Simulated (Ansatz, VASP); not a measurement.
**SiC in VASP and in Ansatz**

The input POSCAR:

```
SiC
1.0
    3.0316863489      0.0000000000      0.0000000000
   -1.5158431745      2.6255173945      0.0000000000
    0.0000000000      0.0000000000      5.0612174547
Si C
2 2
Direct
    0.3333333333      0.6666666667      0.5004940549
    0.6666666667      0.3333333333      1.0004940549
    0.3333333333      0.6666666667      0.8745059451
    0.6666666667      0.3333333333      0.3745059451
```

Contents of INCAR.step1:

```
PREC = Accurate
ENCUT = 520
EDIFF = 1E-5
ISMEAR = 0
SIGMA = 0.01
LREAL = False
LASPH = True
NELM = 60
ALGO = Normal
ISIF = 2
LWAVE = True
LCHARG = False
NBANDS = 16
GGA = PE
```

Contents of INCAR.step2:

```
PREC = Accurate
ENCUT = 520
EDIFF = 1E-6
ISMEAR = 0
SIGMA = 0.01
LREAL = False
LASPH = True
NELM = 60
ALGO = Normal
ISIF = 2
LWAVE = False
LCHARG = False
GGA = PE
LHFCALC = True
HFSCREEN = 0.2079
PRECFOCK = Normal
NBANDS = 16
ISTART = 1
```

KPOINTS

```
regular mesh
0
Gamma
  6 6 4
```

Input for Ansatz:

```yaml
crystal:
  lattice:
    - [3.0316863489, 0.0, 0.0]
    - [-1.5158431745, 2.6255173945, 0.0]
    - [0.0, 0.0, 5.0612174547]
  atoms:
    - { symbol: Si, position: [0.3333333333, 0.6666666667, 0.5004940549] }
    - { symbol: Si, position: [0.6666666667, 0.3333333333, 1.0004940549] }
    - { symbol: C, position: [0.3333333333, 0.6666666667, 0.8745059451] }
    - { symbol: C, position: [0.6666666667, 0.3333333333, 0.3745059451] }
kpoints:
  mp_grid: { grid: [6, 6, 4] }
  band_path:
    path:
      - [0.0, 0.0, 0.0]
      - [0.5, 0.0, 0.0]
      - [0.3333333333, 0.3333333333, 0.0]
      - [0.0, 0.0, 0.5]
      - [0.5, 0.0, 0.5]
      - [0.3333333333, 0.3333333333, 0.5]
    npoints: 1
hamiltonian:
  xc: hse06
scf:
  occupations: { method: fixed }
  n_extra_bands: 5
output:
  forces: true
  stress: true
  eigenvalues: true
```

Change from the starting cell: epitaxial_xy strain -1.4%.

Alike in both runs: task single point; functional HSE06; k mesh 6 × 6 × 4; no spin polarisation.

```csv
,VASP,Ansatz
version,VASP 6.6.1,Ansatz 0.2.0
potentials or method,"VASP PAW PBE potentials, release 64 (Si, C)","plane waves, PAW"
plane-wave cutoff (eV),520,420
occupations,"gaussian, width 0.01 eV",fixed
valence electrons in the cell,16,16
```

|  | VASP | Ansatz | Ansatz less VASP |
| --- | --- | --- | --- |
| gap on the k mesh at the Fermi level (eV) | 2.99 | 2.98 | -0.001 |
| pressure (GPa) | 4.7 | 5.2 | +0.42 |
| traceless stress, the component that is largest in VASP (GPa) | -6.62 | -6.63 | -0.012 |
| rms of the force components (eV/Å) | 0.008 | 0.008 | -0.0007 |

Atom by atom the forces differ by 0.001 eV/Å (rms over components). Ansatz's warnings: stress exchange threshold loose, stress scf threshold loose.
